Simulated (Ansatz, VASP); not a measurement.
**Al3GaAs4: VASP beside Ansatz**

```
Al Ga As
1.0
     4.05518    0.00000    0.00000
     0.00000    4.05518    0.00000
     0.00000    0.00000   11.45731
Al Ga As
3 1 4
Cartesian
  0.0000 0.0000 8.5899
  0.0000 0.0000 2.8674
  2.0276 2.0276 5.7287
  2.0276 2.0276 0.0000
  2.0276 0.0000 10.0149
  0.0000 2.0276 1.4424
  2.0276 0.0000 4.2978
  0.0000 2.0276 7.1595
```

Alike in both runs: functional PBE; k mesh 8 × 8 × 4; no spin polarisation.

Ansatz relaxed the structure, and its values are those at the end. VASP's run is a single point on that final structure, the one shown.

|  | VASP | Ansatz |
| --- | --- | --- |
| version | VASP 6.6.1 | Ansatz 0.2.0 |
| potentials or method | VASP PAW PBE potentials, release 64 (Al, Ga_d, As), cutoff 520 eV | scalar-relativistic, plane waves, PAW |
| occupations | gaussian, width 0.01 eV | fixed |
| valence electrons in the cell | 42 | 82 |

Ansatz gave:

```
gap on the k mesh at the Fermi level (eV) : 1.27
least direct gap on the mesh (eV)         : 1.27
pressure (GPa)                            : 0.0
```

Q: What did VASP give for the same quantities?

A: gap on the k mesh at the Fermi level (eV): 1.27; least direct gap on the mesh (eV): 1.27; pressure (GPa): 0.2.

VASP's potentials hold 42 valence electrons a cell and Ansatz's 82, so a difference there can come from the potentials and not from the codes.
